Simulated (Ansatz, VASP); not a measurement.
# Two plane-wave programs on Hf

```
Hf
1.0
     0.00000    2.15251    2.32535
     2.15251    0.00000    2.32535
     2.15251    2.15251    0.00000
Hf
1
Direct
  0.00000 0.00000 0.00000
```

Alike in both runs: task single point; functional LDA; k mesh 20 × 20 × 20; occupations gaussian, width 0.15 eV; no spin polarisation.

|  | VASP | Ansatz |
| --- | --- | --- |
| version | VASP 6.6.1 | Ansatz 0.2.0 |
| potentials or method | VASP PAW LDA potentials, release 64 (Hf_pv), cutoff 520 eV | scalar-relativistic, plane waves, PAW |
| valence electrons in the cell | 10 | 26 |

|  | VASP | Ansatz | Ansatz less VASP |
| --- | --- | --- | --- |
| gap on the k mesh at the Fermi level (eV) | none | none | - |
| pressure (GPa) | -4.2 | -4.2 | +0.01 |
| traceless stress, the component that is largest in VASP (GPa) | -2.58 | -2.58 | 0.000 |

LDA's correlation is that of Perdew and Zunger in VASP and of Perdew and Wang (1992) in Ansatz. A gap of «none» marks a metal or a gap that the smearing closes. VASP's potentials hold 10 valence electrons a cell and Ansatz's 26, so a difference there can come from the potentials and not from the codes.

Neither program's run includes spin-orbit coupling.
